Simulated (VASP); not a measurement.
Input of a VASP 6.6.1 run:

File INCAR:

```
ALGO = Normal
EDIFF = 1E-6
ENCUT = 520
GGA = PE
ISIF = 2
ISMEAR = 1
LASPH = True
LCHARG = False
LREAL = False
LWAVE = False
NBANDS = 38
NELM = 60
PREC = Accurate
SIGMA = 0.05
```

KPOINTS

```
k-points
0
Gamma
  6 6 4
```

The input POSCAR:

```
Lu2PN
1.0
    3.6431189712      0.0000000000      0.0000000000
    0.0000000000      3.6431189712      0.0000000000
    0.0000000000      0.0000000000      5.1957593964
N Lu P
1 2 1
Direct
    0.0000000000      0.0000000000      0.0000000000
    0.0000000000      0.0000000000      0.5000000000
    0.5000000000      0.5000000000      0.0000000000
    0.5000000000      0.5000000000      0.5000000000
```

Potentials or basis: VASP PAW PBE potentials, release 64 (N, Lu, P).

Command:

```bash
$ cat potpaw_PBE.64/N/POTCAR potpaw_PBE.64/Lu/POTCAR potpaw_PBE.64/P/POTCAR > POTCAR
$ mpirun -np 1 vasp_std > vasp.out
```

Task: Estimate the pressure.

Result: 1.7 GPa.

Task: What does it give for the band gap on the k mesh?

Result: Zero (band 30 reaches 4.40 eV, above the bottom of band 31 at 3.41 eV).

Caveat: spin-orbit coupling is left out, which moves the levels of the heavy elements.
